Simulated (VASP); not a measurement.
Here is a VASP 6.6.1 calculation.

File INCAR:

```
SYSTEM = GaSi3S2
ALGO = Normal
EDIFF = 1E-6
EDIFFG = -0.04
ENCUT = 600
GGA = PE
IBRION = 2
ISIF = 3
ISMEAR = 0
LASPH = .TRUE.
LCHARG = .FALSE.
LREAL = .FALSE.
LWAVE = .FALSE.
NELM = 80
NSW = 90
PREC = Accurate
SIGMA = 0.1
```

KPOINTS

```
k-points
0
G
  6 6 4
  0 0 0
```

POSCAR

```
GaSi3S2
1.0
    5.3839543800      0.0000000000      0.0000000000
   -2.6919771900      4.6626412700      0.0000000000
    0.0000000000      0.0000000000      4.5615277600
Ga Si S
1 3 2
Direct
    0.0000000000      0.0000000000      0.0000000000
    0.5000000000      0.0000000000      0.5000000000
    0.0000000000      0.5000000000      0.5000000000
    0.5000000000      0.5000000000      0.5000000000
    0.3333333300      0.6666666700      0.5000000000
    0.6666666700      0.3333333300      0.5000000000
```

Potentials or basis: VASP PAW PBE potentials, release 64 (Ga_d, Si, S).

Command:

```bash
$ cat potpaw_PBE.64/Ga_d/POTCAR potpaw_PBE.64/Si/POTCAR potpaw_PBE.64/S/POTCAR > POTCAR
$ mpirun -np 1 vasp_std > vasp.out
```

Problem. Predict the space group after relaxing (to 0.05 Å).

Solution. P6/mmm (No. 191).

Problem. Estimate the relaxed volume.

Solution. 23.68 Å³/atom.

Problem. Estimate the relaxed cell.

Solution. a = 8.114 Å, b = 8.114 Å, c = 2.492 Å, α = 90.00°, β = 90.00°, γ = 120.00°.

The path:
| step | energy change (eV) | largest force (eV/Å) | pressure (GPa) | volume (Å³) |
| --- | --- | --- | --- | --- |
| 1 | 0.0000 | 0.0000 | 143.60 | 114.51 |
| 2 | -14.7898 | 0.0000 | -18.39 | 560.60 |
| 3 | -39.1194 | 0.0000 | -3.78 | 284.04 |
| 4 | -39.3636 | 0.0000 | -3.25 | 274.38 |
| 5 | -39.7056 | 0.0000 | -0.95 | 243.67 |
| 6 | -39.7068 | 0.0000 | -1.22 | 246.72 |
| 7 | -39.8887 | 0.0000 | -1.46 | 238.15 |
| 8 | -40.5706 | 0.0000 | -2.28 | 212.73 |
| 9 | -42.5000 | 0.0000 | -3.15 | 161.88 |
| 10 | 267.0345 | 0.0000 | 1261.75 | 60.15 |
| 11 | -42.6426 | 0.0000 | -3.17 | 160.18 |
| 12 | -38.1240 | 0.0000 | 38.28 | 110.17 |
| 13 | -43.3905 | 0.0000 | -3.02 | 152.76 |
| 14 | -44.3134 | 0.0000 | 3.60 | 131.47 |
| 15 | -44.4396 | 0.0000 | 1.17 | 137.81 |
| 16 | -44.4419 | 0.0000 | 2.47 | 135.63 |
| 17 | -44.2864 | 0.0000 | -4.12 | 156.99 |
| 18 | -44.4924 | 0.0000 | -0.19 | 142.27 |
| 19 | -44.4925 | 0.0000 | -0.09 | 142.00 |
| 20 | -44.4687 | 0.0000 | 0.46 | 142.44 |
| 21 | -44.4944 | 0.0000 | 0.00 | 142.10 |

Caveat: the volume moved by over 15 % at a fixed basis, so the end points are rough.
